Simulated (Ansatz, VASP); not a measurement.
**Two plane-wave programs on Sb**

File POSCAR:

```
Sb
1.0
    3.1600000000      0.0000000000      0.0000000000
    0.0000000000      3.1600000000      0.0000000000
    0.0000000000      0.0000000000      3.1600000000
Sb
1
Direct
    0.0000000000      0.0000000000      0.0000000000
```

The input INCAR.step1:

```
  ALGO = Normal
  EDIFF = 1E-4
  ENCUT = 520
  GGA = PE
  GGA_COMPAT = False
  ISMEAR = -1
  LASPH = True
  LCHARG = False
  LREAL = False
  LSORBIT = True
  LWAVE = True
  MAGMOM = 0 0 0
  NBANDS = 16
  NELM = 150
  PREC = Accurate
  SIGMA = 0.05
```

The input INCAR.step2:

```
  ALGO = Normal
  EDIFF = 1E-6
  ENCUT = 520
  GGA_COMPAT = False
  ISIF = 2
  ISMEAR = -1
  ISTART = 1
  LASPH = True
  LCHARG = True
  LMIXTAU = True
  LORBIT = 11
  LORBMOM = True
  LREAL = False
  LSORBIT = True
  LVHAR = True
  LWAVE = False
  MAGMOM = 0 0 0
  METAGGA = R2SCAN
  NBANDS = 16
  NELM = 150
  PREC = Accurate
  SIGMA = 0.05
```

Contents of KPOINTS:

```
k-points
0
Gamma
  6 6 6
```

Contents of input.yaml:

```yaml
crystal:
  lattice:
    - [3.16, 0.0, 0.0]
    - [0.0, 3.16, 0.0]
    - [0.0, 0.0, 3.16]
  atoms:
    - { symbol: Sb, position: [0.0, 0.0, 0.0] }
hamiltonian:
  xc: r2scan
  pseudopotentials: { kind: paw_fr }
magnetization:
  noncollinear: true
  spin_orbit: true
kpoints:
  mp_grid: { grid: [6, 6, 6] }
  band_path:
    path:
      - [[0.0, 0.0, 0.0], [0.0, 0.5, 0.0], [0.5, 0.5, 0.0], [0.0, 0.0, 0.0], [0.5, 0.5, 0.5], [0.0, 0.5, 0.0]]
      - [[0.5, 0.5, 0.0], [0.5, 0.5, 0.5]]
    npoints: 14
scf:
  occupations: { method: fermi_dirac, width: 0.05 }
  n_extra_bands: 6
output:
  forces: true
  stress: true
  eigenvalues: true
  fatbands: true
```

Alike in both runs: functional r2SCAN; k mesh 6 × 6 × 6; occupations fermi-dirac, width 0.05 eV; non-collinear spin, spin-orbit coupling.

|  | VASP | Ansatz |
| --- | --- | --- |
| version | VASP 6.6.1 | Ansatz 0.2.0 |
| potentials or method | VASP PAW PBE potentials, release 64 (Sb) | Ansatz PAW |
| plane-wave cutoff (eV) | 520 | 500 |
| valence electrons in the cell | 5 | 15 |
| task | single point | band structure |

|  | VASP | Ansatz | Ansatz less VASP |
| --- | --- | --- | --- |
| pressure (GPa) | -3.2 | -3.2 | -0.06 |
| net moment per atom (μB) | 0.00 | 0.00 | 0.000 |

VASP's potentials were made for PBE, not for r2SCAN. With one functional, cell and mesh, what is left measures potentials, basis and numerics. VASP's potentials hold 5 valence electrons a cell and Ansatz's 15, so a difference there can come from the potentials and not from the codes.
